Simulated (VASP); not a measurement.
# Al (P6_3/mmc) in VASP: further runs, part 2 of 2

VASP 6.6.1. The steps go on from the part before.

### 3 Single point, PBEsol

The input, INCAR:

```
PREC = Accurate ; ENCUT = 520
EDIFF = 1E-7 ; ISMEAR = 0
SIGMA = 0.025 ; LREAL = False
LASPH = True ; NELM = 60
ALGO = Normal ; ISIF = 2
LWAVE = False ; LCHARG = False
GGA = PS ; NBANDS = 14
```

The input, KPOINTS:

```
regular mesh
0
Gamma
  10 10 3
```

The input, POSCAR:

```
Al
1.0
    2.8270770000      0.0000000000      0.0000000000
   -1.4135390000      2.4483210000      0.0000000000
    0.0000000000      0.0000000000      9.1859930000
Al
4
Direct
    0.0000000000      0.0000000000      0.0000000000
    0.3333333333      0.6666666667      0.2500000000
    0.0000000000      0.0000000000      0.5000000000
    0.6666666667      0.3333333333      0.7500000000
```

Potentials or basis: VASP PAW PBE potentials, release 64 (Al).

Started as:

```sh
cat potpaw_PBE.64/Al/POTCAR > POTCAR
mpirun -np 1 vasp_std > vasp.out
```

OUTCAR:

```text
PREC = Accurate
   ENCUT = 520
   EDIFF = 1E-7
   ISMEAR = 0
   LREAL = False
   LASPH = True
   NELM = 60
   ISIF = 2
   GGA = PS

 ion  position               nearest neighbor table
   1  0.000  0.000  0.000-   4 2.82   2 2.82   4 2.82   2 2.82   4 2.82   2 2.82
   2  0.333  0.667  0.250-   1 2.82   3 2.82   1 2.82   3 2.82   1 2.82   3 2.82
   3  0.000  0.000  0.500-   4 2.82   2 2.82   4 2.82   2 2.82   4 2.82   2 2.82
   4  0.667  0.333  0.750-   1 2.82   3 2.82   1 2.82   3 2.82   1 2.82   3 2.82

  LATTYP: Found a hexagonal cell.
 ALAT       =     2.8270770000
 C/A-ratio  =     3.2492899910

  Lattice vectors:

 A1 = (   2.8270770000,   0.0000000000,   0.0000000000)
 A2 = (  -1.4135390000,   2.4483210000,   0.0000000000)
 A3 = (   0.0000000000,   0.0000000000,   9.1859930000)

Analysis of symmetry for initial positions (statically):
=====================================================================
 Subroutine PRICEL returns:
 Original cell was already a primitive cell.

 Routine SETGRP: Setting up the symmetry group for a
 hexagonal supercell.

 Subroutine GETGRP returns: Found 24 space group operations
 (whereof 12 operations were pure point group operations)
 out of a pool of 24 trial point group operations.

The static configuration has the point symmetry D_3d.
 The point group associated with its full space group is D_6h.

Analysis of symmetry for dynamics (positions and initial velocities):
=====================================================================
 Subroutine PRICEL returns:
 Original cell was already a primitive cell.

 Routine SETGRP: Setting up the symmetry group for a
 hexagonal supercell.

 Subroutine GETGRP returns: Found 24 space group operations
 (whereof 12 operations were pure point group operations)
 out of a pool of 24 trial point group operations.

The dynamic configuration has the point symmetry D_3d.
 The point group associated with its full space group is D_6h.

[... 128 lines left out ...]
   LHFCALC =     F    Hartree Fock is set to
   AEXX    =    0.0000 exact exchange contribution
   IVDW    =     0    specifies the selected vdW correction
   LEPSILON=     F    determine dielectric tensor
   LRPA    =     F    only Hartree local field effects (RPA)
 non-spin polarized calculation
 Gauss-broadening in eV      SIGMA  =   0.03
  energy-cutoff  :      520.00
  volume of cell :       63.58
 maximum number of plane-waves:      1738
 NGX is ok and might be reduce to    24
   NGX = 11   NGY = 11   NGZ = 35

 number of electron      12.0000000 magnetization

 Free energy of the ion-electron system (eV)
  ---------------------------------------------------
  ext. energy  EPLUGINS =         0.00000000
  ---------------------------------------------------
  free energy    TOTEN  =       -16.34743729 eV

  energy without entropy =      -16.34698788  energy(sigma->0) =      -16.34721259

 E-fermi :   8.3718     XC(G=0): -10.3944

 val. band max:        8.3599176255   @ k =   0.4000   0.2000   0.3333
 cond. band min:       8.4585215053   @ k =   0.4000   0.1000   0.0000
 fundamental gap:      0.0986038798
 Fermi energy:         8.3718410062

 k-point     1 :       0.0000    0.0000    0.0000
  band No.  band energies     occupation
      1      -3.0476      2.00000
      2      -1.3052      2.00000
      3      -1.3049      2.00000
      4       3.6270      2.00000
      5       3.9816      2.00000
      6      11.9465      0.00000
      7      11.9597      0.00000
      8      19.2005      0.00000
      9      19.2005      0.00000
     10      19.3603      0.00000
     11      19.3603      0.00000
     12      20.3216      0.00000
     13      20.3221      0.00000
     14      20.4959      0.00000
[... 377 lines left out ...]
      1       2.2222      2.00000
      2       2.7780      2.00000
      3       4.5409      2.00000
      4       4.7433      2.00000
      5       5.4251      2.00000
      6       6.5984      2.00000
      7       7.5301      2.00000
      8       9.0026      0.00000
      9      10.8125      0.00000
     10      11.6217      0.00000
     11      12.2633      0.00000
     12      13.2787      0.00000
     13      14.1552      0.00000
     14      14.4713      0.00000

 [... further k-points ...]
[... 5 lines left out ...]
  --------------------------------------------------------------------------------------
  -------------------------------------------------------------------------------------
  Total        0.3599504      0.3599505      1.4468918     -0.0000001      0.0000000      0.0000000
  in kB        9.0702887      9.0702924     36.4598218     -0.0000019      0.0000000      0.0000000
  external PRESSURE =      18.2001343 kB  Pullay stress =       0.0000000 kB

 VOLUME and BASIS-vectors are now :
 -----------------------------------------------------------------------------
  energy-cutoff  :      520.00
  volume of cell :       63.58
      direct lattice vectors                 reciprocal lattice vectors
     2.827077000  0.000000000  0.000000000     0.353722237  0.204221659  0.000000000
    -1.413539000  2.448321000  0.000000000     0.000000000  0.408443174  0.000000000
     0.000000000  0.000000000  9.185993000     0.000000000  0.000000000  0.108861394

 POSITION                                       TOTAL-FORCE (eV/Angst)
 -----------------------------------------------------------------------------------
      0.00000      0.00000      0.00000        -0.000000      0.000000     -0.000000
     -0.00000      1.63221      2.29650        -0.000000      0.000000     -0.000000
      0.00000      0.00000      4.59300        -0.000000      0.000000     -0.000000
      1.41354      0.81611      6.88949         0.000000      0.000000      0.000000
 -----------------------------------------------------------------------------------
    total drift:                               -0.000000      0.000000      0.000000

  FREE ENERGIE OF THE ION-ELECTRON SYSTEM (eV)
  ---------------------------------------------------
  free  energy   TOTEN  =       -16.3474372913 eV

  energy  without entropy=      -16.3469878836  energy(sigma->0) =      -16.34721259
```

OSZICAR:

```text
N       E                     dE             d eps       ncg     rms          rms(c)
DAV:   1     0.489032260636E+01    0.48903E+01   -0.40709E+03   784   0.653E+02
DAV:   2    -0.158472840193E+02   -0.20738E+02   -0.19157E+02  1044   0.882E+01
DAV:   3    -0.164621911157E+02   -0.61491E+00   -0.61102E+00  1076   0.128E+01
DAV:   4    -0.164662261355E+02   -0.40350E-02   -0.40347E-02   972   0.129E+00
DAV:   5    -0.164662730991E+02   -0.46964E-04   -0.46963E-04  1036   0.141E-01    0.290E+00
DAV:   6    -0.163952263074E+02    0.71047E-01   -0.77160E-03   940   0.439E-01    0.165E+00
DAV:   7    -0.163481769266E+02    0.47049E-01   -0.17712E-02   910   0.640E-01    0.251E-01
DAV:   8    -0.163474429168E+02    0.73401E-03   -0.44050E-04  1090   0.105E-01    0.357E-02
DAV:   9    -0.163474390777E+02    0.38390E-05   -0.30269E-06   996   0.101E-02    0.389E-03
DAV:  10    -0.163474378705E+02    0.12073E-05   -0.30834E-08   830   0.123E-03    0.229E-03
DAV:  11    -0.163474373298E+02    0.54071E-06   -0.77406E-09   658   0.581E-04    0.287E-04
DAV:  12    -0.163474372913E+02    0.38405E-07   -0.14036E-09   626   0.272E-04
   1 F= -.16347437E+02 E0= -.16347213E+02  d E =-.449408E-03
```

stdout:

```text
POSCAR found type information on POSCAR Al
 POSCAR found :  1 types and       4 ions
 scaLAPACK will be used
 -----------------------------------------------------------------------------
|                                                                             |
|                                                                             |
|     You enforced a specific xc type in the INCAR file but a different       |
|     I HOPE YOU KNOW WHAT YOU ARE DOING!                                     |
|                                                                             |
 -----------------------------------------------------------------------------

 LDA part: xc-table for (Slater+PW92), standard interpolation
 POSCAR, INCAR and KPOINTS ok, starting setup
 FFT: planning ... GRIDC
 FFT: planning ... GRID_SOFT
 FFT: planning ... GRID
 WAVECAR not read
 entering main loop
```

Run time: 9.5 s. Hardware: 1 thread of Intel Xeon 6975P-C (Granite Rapids), shared host; peak memory 0.18 GiB.

Results:

| Item | Value |
| --- | --- |
| Free energy | -16.3474 eV |
| Pressure | 1.8 GPa |
| Band gap on the k mesh | zero (band 6 reaches 12.39 eV, above the bottom of band 7 at 6.96 eV) |

Caveat: the PAW data sets were made with another functional, which shifts forces and pressure a little.
